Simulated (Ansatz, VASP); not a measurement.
# One calculation of HgTe, two programs

File POSCAR:

```
HgTe
1.0
    0.0000000000      3.1483183209      3.1483183209
    3.1483183209      0.0000000000      3.1483183209
    3.1483183209      3.1483183209      0.0000000000
Hg Te
1 1
Direct
    0.0000000000      0.0000000000      0.0000000000
    0.2500000000      0.2500000000      0.2500000000
```

Contents of INCAR.step1:

```
PREC     = Accurate       # precision mode
ENCUT    = 520            # plane-wave cutoff, eV
ISMEAR   = -1             # smearing method
SIGMA    = 0.08           # smearing width, eV
LREAL    = F              # projectors in reciprocal space
LASPH    = T              # aspherical terms in the spheres
NELM     = 80             # most SCF steps
NBANDS   = 16             # bands
GGA      = PE             # functional
ALGO     = Normal         # electronic algorithm
EDIFF    = 1E-4           # SCF threshold, eV
LWAVE    = T              # write WAVECAR
LCHARG   = F              # write CHGCAR
```

Contents of INCAR.step2:

```
PREC     = Accurate       # precision mode
ENCUT    = 520            # plane-wave cutoff, eV
EDIFF    = 1E-6           # SCF threshold, eV
ISMEAR   = -1             # smearing method
SIGMA    = 0.08           # smearing width, eV
LREAL    = F              # projectors in reciprocal space
LASPH    = T              # aspherical terms in the spheres
NELM     = 80             # most SCF steps
ALGO     = Normal         # electronic algorithm
ISIF     = 2              # what is computed and relaxed
LWAVE    = F              # write WAVECAR
LCHARG   = F              # write CHGCAR
METAGGA  = R2SCAN         # meta-GGA
LMIXTAU  = T            
NBANDS   = 16             # bands
ISTART   = 1
```

File KPOINTS:

```
regular mesh
0
Gamma
  12 12 12
```

Input for Ansatz:

```yaml
crystal:
  lattice:
    - [0.0, 3.1483183209, 3.1483183209]
    - [3.1483183209, 0.0, 3.1483183209]
    - [3.1483183209, 3.1483183209, 0.0]
  atoms:
    - { symbol: Hg, position: [0.0, 0.0, 0.0] }
    - { symbol: Te, position: [0.25, 0.25, 0.25] }
kpoints:
  mp_grid: { grid: [12, 12, 12] }
  band_path:
    path:
      - [0.0, 0.0, 0.0]
      - [-0.5, -0.5, 0.0]
      - [-0.375, -0.375, 0.25]
      - [-0.375, 0.0, 0.375]
      - [0.0, 0.0, 0.0]
      - [0.0, 0.0, 0.5]
      - [-0.5, -0.25, 0.25]
      - [-0.5, -0.5, 0.0]
    npoints: 8
scf:
  occupations: { method: fermi_dirac, width: 0.08 }
hamiltonian:
  xc: r2scan
  pseudopotentials: { kind: paw }
output:
  forces: true
  stress: true
  eigenvalues: true
  populations: true
  dos: { projected: true, de: 0.2, e_range: [-14, 8] }
```

Change from the starting cell: volume scaled by 0.88, PAW files.

Alike in both runs: task single point; functional r2SCAN; k mesh 12 × 12 × 12; occupations fermi-dirac, width 0.08 eV; no spin polarisation.

|  | VASP | Ansatz |
| --- | --- | --- |
| version | VASP 6.6.1 | Ansatz 0.2.0 |
| potentials or method | VASP PAW PBE potentials, release 64 (Hg, Te) | PAW with Ansatz's default frozen-core files, scalar-relativistic |
| plane-wave cutoff (eV) | 520 | 500 |
| valence electrons in the cell | 18 | 36 |

```tsv
	VASP	Ansatz	Ansatz less VASP
pressure (GPa)	7.3	7.2	-0.11
```

VASP's potentials were made for PBE, not for r2SCAN. VASP's potentials hold 18 valence electrons a cell and Ansatz's 36, so a difference there can come from the potentials and not from the codes.

Spin-orbit coupling is off throughout.
